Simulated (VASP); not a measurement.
Wanted: the native input for a VASP 6.6.1 run.

- Task: single point
- Functional: PBE
- Potentials or basis: VASP PAW PBE potentials, release 64 (Co)
- Cutoff: 600 eV
- k mesh: 11 × 11 × 11
- Occupations: fermi-dirac, width 0.05 eV
- Spin: collinear spin, ferromagnetic start
- Starting moments: [0.3, 0.3] μB
- Dipole correction: no
- Further INCAR settings: ALGO = Normal; EDIFF = 1e-06; NBANDS = 20

The structure of Co lies in POSCAR:

```
Co
1.0
    3.6280000000      1.8140000000      1.8140000000
    1.8140000000      3.6280000000      1.8140000000
    1.8140000000      1.8140000000      3.6280000000
Co
2
Direct
    0.0000000000      0.0000000000      0.0000000000
    0.5000000000      0.5000000000      0.5000000000
```

This isn't the form of Co at room conditions, which is hcp.

These files were run (other wordings do the same):

INCAR

```
ALGO     = Normal         # electronic algorithm
EDIFF    = 1E-6           # SCF threshold, eV
ENCUT    = 600            # plane-wave cutoff, eV
GGA      = PE             # functional
GGA_COMPAT= F            
ISIF     = 2              # what is computed and relaxed
ISMEAR   = -1             # smearing method
ISPIN    = 2              # spin polarisation
LASPH    = T              # aspherical terms in the spheres
LCHARG   = T              # write CHGCAR
LELF     = T              # ELF
LMAXMIX  = 4              # l up to which the mixer works
LORBIT   = 11             # projections on sites
LREAL    = F              # projectors in reciprocal space
LVHAR    = T            
LWAVE    = F              # write WAVECAR
MAGMOM   = 0.3 0.3        # initial moments
NBANDS   = 20             # bands
NELM     = 200            # most SCF steps
PREC     = Accurate       # precision mode
SIGMA    = 0.05           # smearing width, eV
```

KPOINTS

```
k-points
0
Gamma
  11 11 11
```

Potentials or basis: VASP PAW PBE potentials, release 64 (Co).

Run with:

```bash
$ cat potpaw_PBE.64/Co/POTCAR > POTCAR
$ mpirun -np 1 vasp_std > vasp.out
```

It gave:

```yaml
Pressure: -26.5 GPa
Band_gap_on_the_k_mesh: zero (filled and empty bands overlap)
Net_moment: 0.00 μB per cell
Valence_electrons_inside_the_program's_atomic_spheres: Co 8.11
```

Caveat: the cell stands under tension.

It took 7.7 min on 1 thread of Intel(R) Xeon(R) Platinum 8375C CPU @ 2.90GHz (Ice Lake), with other jobs on the host, peak memory 0.32 GiB.
